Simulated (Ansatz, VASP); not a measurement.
SbC2: VASP beside Ansatz

```
Sb C
1.0
     0.00000    2.76109    2.76109
     2.76109    0.00000    2.76109
     2.76109    2.76109    0.00000
Sb C
1 2
Direct
  0.00000 0.00000 0.00000
  0.25000 0.25000 0.25000
  0.75000 0.75000 0.75000
```

Alike in both runs: task relaxation of cell and atoms; functional PBE; k mesh 14 × 14 × 14; occupations gaussian, width 0.1 eV; no spin polarisation.

|  | VASP | Ansatz |
| --- | --- | --- |
| version | VASP 6.6.1 | Ansatz 0.2.0 |
| potentials or method | VASP PAW PBE potentials, release 64 (Sb, C), cutoff 600 eV | scalar-relativistic, plane waves, PAW |
| valence electrons in the cell | 13 | 23 |

Ansatz gave:

```
gap on the k mesh at the Fermi level, each at its own relaxed structure (eV) : none
relaxed volume (Å³/atom)                                                     : 13.56
relaxed cell length with the largest relative difference (Å)                 : 3.860
```

Task: Which values does VASP return?

Result: gap on the k mesh at the Fermi level, each at its own relaxed structure (eV): none; relaxed volume (Å³/atom): 13.54; relaxed cell length with the largest relative difference (Å): 3.859.

A gap of «none» marks a metal or a gap that the smearing closes. VASP's potentials hold 13 valence electrons a cell and Ansatz's 23, so a difference there can come from the potentials and not from the codes.

Neither program's run includes spin-orbit coupling.
